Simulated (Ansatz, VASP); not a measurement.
Au: VASP beside Ansatz

POSCAR

```
Au
1.0
   -1.6790776720      1.6790776720      1.6790776720
    1.6790776720     -1.6790776720      1.6790776720
    1.6790776720      1.6790776720     -1.6790776720
Au
1
Direct
    0.0000000000      0.0000000000      0.0000000000
```

Contents of INCAR.step1:

```
PREC = Accurate
ENCUT = 520
EDIFF = 1E-5
ISMEAR = -1
SIGMA = 0.05
LREAL = False
LASPH = True
NELM = 80
ALGO = Normal
ISIF = 2
LWAVE = True
LCHARG = False
GGA = PE
NBANDS = 12
```

The input INCAR.step2:

```
PREC = Accurate
ENCUT = 520
EDIFF = 1E-7
ISMEAR = -1
SIGMA = 0.05
LREAL = False
LASPH = True
NELM = 80
ALGO = Normal
ISIF = 2
LWAVE = False
LCHARG = False
GGA = PE
LHFCALC = True
HFSCREEN = 0.2079
PRECFOCK = Normal
ISTART = 1
NBANDS = 12
```

Contents of KPOINTS:

```
Automatic mesh
0
Gamma
  6 6 6
```

The input input:

```
crystal:
  lattice:
    - [-1.679077672, 1.679077672, 1.679077672]
    - [1.679077672, -1.679077672, 1.679077672]
    - [1.679077672, 1.679077672, -1.679077672]
  atoms:
    - { symbol: Au, position: [0.0, 0.0, 0.0] }
hamiltonian:
  xc: hse06
  pseudopotentials: { kind: paw }
kpoints:
  mp_grid: { grid: [6, 6, 6] }
scf:
  occupations: { method: fermi_dirac, width: 0.05 }
output:
  forces: true
  stress: true
  eigenvalues: true
  write_density: true
  write_potential: true
  elf: true
  volumetric_format: npy
```

Alike in both runs: task single point; functional HSE06; k mesh 6 × 6 × 6; occupations fermi-dirac, width 0.05 eV; no spin polarisation.

```csv
,VASP,Ansatz
version,VASP 6.6.1,Ansatz 0.2.0
potentials or method,"VASP PAW PBE potentials, release 64 (Au)",Ansatz PAW
plane-wave cutoff (eV),520,420
valence electrons in the cell,11,19
```

```csv
,VASP,Ansatz,Ansatz less VASP
gap on the k mesh at the Fermi level (eV),none,none,-
pressure (GPa),-8.2,-8.2,-0.08
```

A gap of «none» marks a metal or a gap that the smearing closes. VASP's potentials hold 11 valence electrons a cell and Ansatz's 19, so a difference there can come from the potentials and not from the codes.

The k mesh is coarse, so the values compare programs but aren't converged. Spin-orbit coupling is off throughout.
